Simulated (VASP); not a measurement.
# ZrS in VASP: single point with r2SCAN

Aim: the single point of ZrS with r2SCAN.

Program: VASP 6.6.1. These are calculated values, not measurements. Logs are shortened: lines on timing, memory, paths and dates and some standing lists are left out, and cuts for length are marked.

### Step 1. The cell of the first run

The cell holds a wire or tube with vacuum around it, 4 atoms: a = 11.500 Å, b = 9.300 Å, c = 4.702 Å, α = 90.00°, β = 90.00°, γ = 90.00°.

### Step 2. Single point, r2SCAN, collinear spin

Input file POSCAR:

```
ZrS
1.0
   11.5000000000      0.0000000000      0.0000000000
    0.0000000000      9.3000000000      0.0000000000
    0.0000000000      0.0000000000      4.7024361045
Zr S
2 2
Direct
    0.3926617846      0.5000000000      0.0000000000
    0.6073382154      0.5000000000      0.5000000000
    0.3926617846      0.5000000000      0.5000000000
    0.6073382154      0.5000000000      0.0000000000
```

Input file INCAR.step1:

```
SYSTEM = ZrS
PREC = Accurate
ENCUT = 520
ISMEAR = 0
SIGMA = 0.05
LREAL = .FALSE.
LASPH = .TRUE.
NELM = 150
ISPIN = 2
MAGMOM = 1.5 1.5 0.5 0.5
LMAXMIX = 4
NBANDS = 30
GGA = PE
ALGO = Normal
EDIFF = 1E-4
LWAVE = .TRUE.
LCHARG = .FALSE.
```

Input file INCAR.step2:

```
SYSTEM = ZrS
PREC = Accurate
ENCUT = 520
EDIFF = 1E-6
ISMEAR = 0
SIGMA = 0.05
LREAL = .FALSE.
LASPH = .TRUE.
NELM = 150
ALGO = Normal
ISIF = 2
LWAVE = .FALSE.
LCHARG = .FALSE.
ISPIN = 2
MAGMOM = 1.5 1.5 0.5 0.5
LORBIT = 11
LMAXMIX = 4
METAGGA = R2SCAN
LMIXTAU = .TRUE.
NBANDS = 30
ISTART = 1
```

Input file KPOINTS:

```
regular mesh
0
G
  1 1 14
  0 0 0
```

Potentials or basis: VASP PAW PBE potentials, release 64 (Zr_sv, S).

The run is started by

```
$ cat potpaw_PBE.64/Zr_sv/POTCAR potpaw_PBE.64/S/POTCAR > POTCAR
$ cp INCAR.step1 INCAR
$ mpirun -np 1 vasp_std > vasp.out
$ cp INCAR.step2 INCAR
$ mpirun -np 1 vasp_std > vasp.out
```

OUTCAR:

```text
SYSTEM = ZrS
   PREC = Accurate
   ENCUT = 520
   EDIFF = 1E-6
   ISMEAR = 0
   LREAL = .FALSE.
   LASPH = .TRUE.
   NELM = 150
   ISIF = 2
   ISPIN = 2
   LORBIT = 11
   METAGGA = R2SCAN
   ISTART = 1

 ion  position               nearest neighbor table
   1  0.393  0.500  0.000-   3 2.35   3 2.35   4 2.47   2 3.41   2 3.41
   2  0.607  0.500  0.500-   4 2.35   4 2.35   3 2.47   1 3.41   1 3.41
   3  0.393  0.500  0.500-   1 2.35   1 2.35   2 2.47
   4  0.607  0.500  0.000-   2 2.35   2 2.35   1 2.47

  LATTYP: Found a simple orthorhombic cell.
 ALAT       =     4.7024361045
 B/A-ratio  =     1.9776983234
 C/A-ratio  =     2.4455409376

  Lattice vectors:

 A1 = (   0.0000000000,   0.0000000000,  -4.7024361045)
 A2 = (   0.0000000000,   9.3000000000,   0.0000000000)
 A3 = (  11.5000000000,   0.0000000000,   0.0000000000)

Analysis of symmetry for initial positions (statically):
=====================================================================
 Subroutine PRICEL returns:
 Original cell was already a primitive cell.

 Routine SETGRP: Setting up the symmetry group for a
 simple orthorhombic supercell.

 Subroutine GETGRP returns: Found  8 space group operations
 (whereof  4 operations were pure point group operations)
 out of a pool of  8 trial point group operations.

The static configuration has the point symmetry C_2v.
 The point group associated with its full space group is D_2h.

Analysis of symmetry for dynamics (positions and initial velocities):
=====================================================================
 Subroutine PRICEL returns:
 Original cell was already a primitive cell.

 Routine SETGRP: Setting up the symmetry group for a
 simple orthorhombic supercell.

 Subroutine GETGRP returns: Found  8 space group operations
 (whereof  4 operations were pure point group operations)
 out of a pool of  8 trial point group operations.

The dynamic configuration has the point symmetry C_2v.
 The point group associated with its full space group is D_2h.

Analysis of structural, dynamic, and magnetic symmetry:
=====================================================================
 Subroutine PRICEL returns:
 Original cell was already a primitive cell.

 Routine SETGRP: Setting up the symmetry group for a
 simple orthorhombic supercell.

 Subroutine GETGRP returns: Found  8 space group operations
 (whereof  4 operations were pure point group operations)
 out of a pool of  8 trial point group operations.

The overall configuration has the point symmetry C_2v.
[... 114 lines left out ...]
   AEXX    =    0.0000 exact exchange contribution
   IVDW    =     0    specifies the selected vdW correction
   LEPSILON=     F    determine dielectric tensor
   LRPA    =     F    only Hartree local field effects (RPA)
 spin polarized calculation
 Gauss-broadening in eV      SIGMA  =   0.05
  energy-cutoff  :      520.00
  volume of cell :      502.93
 maximum number of plane-waves:     13614
 NGX is ok and might be reduce to    90
   NGX = 43   NGY = 35   NGZ = 17

 number of electron      36.0000005 magnetization       3.0076153

 Free energy of the ion-electron system (eV)
  ---------------------------------------------------
  ext. energy  EPLUGINS =         0.00000000
  ---------------------------------------------------
  free energy    TOTEN  =       -61.93179304 eV

  energy without entropy =      -61.93057314  energy(sigma->0) =      -61.93118309

 E-fermi :  -1.1775     XC(G=0):  -2.9018

 val. band max:       -1.2322522873   @ k =   0.0000   0.0000   0.2143
 cond. band min:      -1.1227710959   @ k =   0.0000   0.0000   0.2857
 fundamental gap:      0.1094811914
 Fermi energy:        -1.1774791230

 spin component 1

 k-point     1 :       0.0000    0.0000    0.0000
  band No.  band energies     occupation
      1     -52.8169      1.00000
      2     -52.7877      1.00000
      3     -30.4352      1.00000
      4     -30.3919      1.00000
      5     -30.3707      1.00000
      6     -30.3360      1.00000
[... 253 lines left out ...]
     29       2.7201      0.00000
     30       2.7201      0.00000
 Fermi energy:        -1.1774791230

 spin component 2

 k-point     1 :       0.0000    0.0000    0.0000
  band No.  band energies     occupation
      1     -52.2406      1.00000
      2     -52.2107      1.00000
      3     -29.9256      1.00000
      4     -29.8445      1.00000
      5     -29.7398      1.00000
      6     -29.6814      1.00000
[... 253 lines left out ...]
     29       3.1574      0.00000
     30       3.1574      0.00000

------------------------ aborting loop because EDIFF is reached ----------------------------------------

  FORCE on cell =-STRESS in cart. coord.  units (eV):
  Direction    XX          YY          ZZ          XY          YZ          ZX
  --------------------------------------------------------------------------------------
  -------------------------------------------------------------------------------------
  Total       -0.4019563     -0.2517819     17.1483372      0.0000000      0.0000000      0.0000000
  in kB       -1.2805181     -0.8021052     54.6297114      0.0000000      0.0000000      0.0000000
  external PRESSURE =      17.5156960 kB  Pullay stress =       0.0000000 kB

 VOLUME and BASIS-vectors are now :
 -----------------------------------------------------------------------------
  energy-cutoff  :      520.00
  volume of cell :      502.93
      direct lattice vectors                 reciprocal lattice vectors
    11.500000000  0.000000000  0.000000000     0.086956522  0.000000000  0.000000000
     0.000000000  9.300000000  0.000000000     0.000000000  0.107526882  0.000000000
     0.000000000  0.000000000  4.702436105     0.000000000  0.000000000  0.212655734

 POSITION                                       TOTAL-FORCE (eV/Angst)
 -----------------------------------------------------------------------------------
      4.51561      4.65000      0.00000         1.711350      0.000000      0.000000
      6.98439      4.65000      2.35122        -1.711350      0.000000      0.000000
      4.51561      4.65000      2.35122        -1.586944      0.000000      0.000000
      6.98439      4.65000      0.00000         1.586944      0.000000      0.000000
 -----------------------------------------------------------------------------------
    total drift:                               -0.000000      0.000000     -0.000000

  FREE ENERGIE OF THE ION-ELECTRON SYSTEM (eV)
  ---------------------------------------------------
  free  energy   TOTEN  =       -61.9317930444 eV

  energy  without entropy=      -61.9305731397  energy(sigma->0) =      -61.93118309

 total charge

# of ion       s       p       d       tot
------------------------------------------
    1        2.179   5.968   1.745   9.892
    2        2.179   5.968   1.745   9.892
    3        1.325   2.521   0.000   3.846
    4        1.325   2.521   0.000   3.846
--------------------------------------------------
tot          7.008  16.978   3.489  27.476

 magnetization (x)

# of ion       s       p       d       tot
------------------------------------------
    1        0.062   0.000   0.747   0.808
    2        0.062   0.000   0.747   0.808
    3       -0.002  -0.045   0.000  -0.047
    4       -0.002  -0.045   0.000  -0.047
--------------------------------------------------
tot          0.120  -0.091   1.493   1.523
```

OUTCAR.step1:

```text
SYSTEM = ZrS
   PREC = Accurate
   ENCUT = 520
   ISMEAR = 0
   LREAL = .FALSE.
   LASPH = .TRUE.
   NELM = 150
[... 762 lines left out ...]
      6.98439      4.65000      2.35122        -1.649841      0.000000      0.000000
      4.51561      4.65000      2.35122        -1.541709      0.000000      0.000000
      6.98439      4.65000      0.00000         1.541709      0.000000      0.000000
 -----------------------------------------------------------------------------------
    total drift:                               -0.000000      0.000000     -0.000000

  FREE ENERGIE OF THE ION-ELECTRON SYSTEM (eV)
  ---------------------------------------------------
  free  energy   TOTEN  =       -25.1148703604 eV

  energy  without entropy=      -25.1081335016  energy(sigma->0) =      -25.11150193
```

Wall time 19 min (1 thread of Intel Xeon 6975P-C (Granite Rapids), shared host); peak memory 0.88 GiB.

What came out:

- Free energy: -61.9318 eV
- Largest force: 1.711 eV/Å
- Net moment: 3.01 μB per cell
- Site moments: Zr +0.81; S -0.05 μB
- Valence electrons inside the program's atomic spheres: Zr 9.89; S 3.85

Forces on the atoms (eV/Å):
```
Zr   1.711  0.000  0.000
Zr  -1.711  0.000  0.000
S   -1.587  0.000  0.000
S    1.587  0.000  0.000
```

Caveat: the PAW data sets were made with another functional, which shifts forces and pressure a little.
